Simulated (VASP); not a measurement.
Runs of VASP 6.6.1 on Cu. The structure is that of space group Fm-3m (No. 225), or close to it. The cells are those of the table. 

| cell | gap on the mesh (eV) | pressure (GPa) |
| --- | --- | --- |
| a = 2.556, b = 2.531, c = 2.531 Å, angles 60.7, 59.7, 59.7°, 1 atom | none | -2.9 |
| a = 2.556, b = 2.595, c = 2.595 Å, angles 59.0, 60.5, 60.5°, 1 atom | none | (b) |
| a = 2.556, b = 2.518, c = 2.518 Å, angles 61.0, 59.5, 59.5°, 1 atom | none | -1.3 |
| a = 2.556, b = 2.569, c = 2.569 Å, angles 59.7, 60.2, 60.2°, 1 atom | none | (a) |
| a = 2.556, b = 2.543, c = 2.543 Å, angles 60.3, 59.8, 59.8°, 1 atom | none | -4.2 |

Alike in all rows: task single point; level PBEsol; potentials or basis VASP PAW PBE potentials, release 64 (Cu); no spin polarisation; k mesh 22 × 22 × 22; cutoff (eV) 520; smearing gaussian 0.15 eV.

Q: Fill in the values left out.

A: (a) -7.1; (b) -9.5.

Caveats: the PAW data sets were made with another functional, which shifts forces and pressure a little.

A gap of «none» marks levels without a gap at the run's occupations.
